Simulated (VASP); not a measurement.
Crystal: NaHf2.

```
Na Hf
1.0
    -1.80516    1.80516    4.42828
     1.80516   -1.80516    4.42828
     1.80516    1.80516   -4.42828
Na Hf
1 2
Direct
  0.00000 0.00000 0.00000
  0.66500 0.66500 0.00000
  0.33500 0.33500 0.00000
```

```yaml
Program: VASP 6.6.1
Task: relaxation of cell and atoms
Functional: PBE
Potentials_or_basis: VASP PAW PBE potentials, release 64 (Na_pv, Hf_pv)
Cutoff: 600 eV
k_mesh: 6 × 6 × 6
Occupations: gaussian, width 0.1 eV
Spin: no spin polarisation
```

At the start: pressure 16.9 GPa; volume 19.24 Å³/atom.

Question: How do energy, volume and symmetry change on relaxing?

Answer: Over 22 steps the energy falls by 751.8 meV/atom and the volume is 25.18 Å³/atom (+30.9 %); space group I4/mmm (No. 139, to 0.05 Å).

The path:
| step | energy change (eV) | largest force (eV/Å) | pressure (GPa) | volume (Å³) |
| --- | --- | --- | --- | --- |
| 1 | 0.0000 | 0.0578 | 16.91 | 57.72 |
| 2 | -0.6955 | 0.8264 | -5.58 | 76.21 |
| 3 | -0.7600 | 0.6425 | -1.88 | 71.32 |
| 4 | -0.9966 | 0.5988 | -1.44 | 70.66 |
| 5 | -1.5267 | 0.0151 | 4.67 | 67.25 |
| 6 | 0.6236 | 7.2567 | 46.57 | 55.37 |
| 7 | -1.5540 | 1.2647 | 10.22 | 65.36 |
| 8 | -1.5106 | 1.7364 | 12.99 | 64.36 |
| 9 | -1.5668 | 1.7066 | 12.63 | 64.77 |
| 10 | -1.7364 | 1.5570 | 11.60 | 65.92 |
| 11 | -1.9772 | 1.6786 | 10.34 | 67.82 |
| 12 | -1.5239 | 1.8025 | 8.06 | 70.10 |
| 13 | -1.9809 | 1.8539 | 10.21 | 68.56 |
| 14 | -1.9718 | 1.8495 | 10.07 | 68.77 |
| 15 | -2.0990 | 1.3012 | 7.13 | 70.38 |
| 16 | -2.2508 | 0.0890 | 0.79 | 74.66 |
| 17 | -2.2534 | 0.0582 | 0.04 | 75.27 |
| 18 | -2.2534 | 0.0894 | -0.11 | 75.41 |
| 19 | -2.2541 | 0.0785 | -0.10 | 75.43 |
| 20 | -2.2553 | 0.0444 | -0.08 | 75.49 |
| 21 | -2.2547 | 0.0221 | -0.02 | 75.61 |
| 22 | -2.2555 | 0.0204 | -0.05 | 75.54 |

Final structure:
```cif
data_structure
_symmetry_space_group_name_H-M 'P 1'
_symmetry_Int_Tables_number 1
_cell_length_a 8.0390
_cell_length_b 8.0390
_cell_length_c 8.0390
_cell_angle_alpha 157.576
_cell_angle_beta 157.576
_cell_angle_gamma 31.921
_cell_volume 75.54
loop_
_atom_site_label
_atom_site_type_symbol
_atom_site_fract_x
_atom_site_fract_y
_atom_site_fract_z
_atom_site_occupancy
Na1 Na 0.00000 0.00000 0.00000 1
Hf1 Hf 0.68568 0.68568 0.00000 1
Hf2 Hf 0.31432 0.31432 0.00000 1
```

Caveat: the k points lie up to 0.47 Å⁻¹ apart in the final cell; the volume moved by over 15 % at a fixed basis, so the end points are rough.
